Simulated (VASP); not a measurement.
Al3P2, 5 atoms in the cell. It takes space group P4/mmm (No. 123, tetragonal). The conventional cell has a = 3.438 Å, b = 3.438 Å, c = 7.264 Å, α = 90.00°, β = 90.00°, γ = 90.00°. Al (site symmetry 4/mmm) has 12 Al at 2.87 to 3.44 Å within 3.8 Å. Al (site symmetry 4mm) has 4 P at 2.72 Å and 9 Al at 2.87 to 3.44 Å within 3.6 Å. P (site symmetry mmm) has 4 P at 2.43 Å and 4 Al at 2.72 Å within 3.2 Å. The cell was generated, and may not be a known phase.

```yaml
Program: VASP 6.6.1
Task: relaxation of cell and atoms
Functional: PBE
Potentials_or_basis: VASP PAW PBE potentials, release 64 (Al, P)
Cutoff: 600 eV
k_mesh: 12 × 12 × 6
Occupations: gaussian, width 0.1 eV
Spin: no spin polarisation
Dipole_correction: no
Further_INCAR_settings: ALGO = Normal; EDIFF = 1e-07; IBRION = 2; EDIFFG = -0.01; NSW = 100; ISIF = 3
```

Potentials or basis: VASP PAW PBE potentials, release 64 (Al, P).

Launch:

```sh
$ cat potpaw_PBE.64/Al/POTCAR potpaw_PBE.64/P/POTCAR > POTCAR
$ mpirun -np 1 vasp_std > vasp.out
```

Hardware: 1 thread of Intel Xeon 8259CL, on a shared host.

Task: Estimate the wall time of this run.

Result: It took 7.4 min on 1 thread of Intel Xeon 8259CL, with other jobs on the host, peak memory 0.3 GiB. Counts: scf iterations 42, k points 112, ion steps 6.
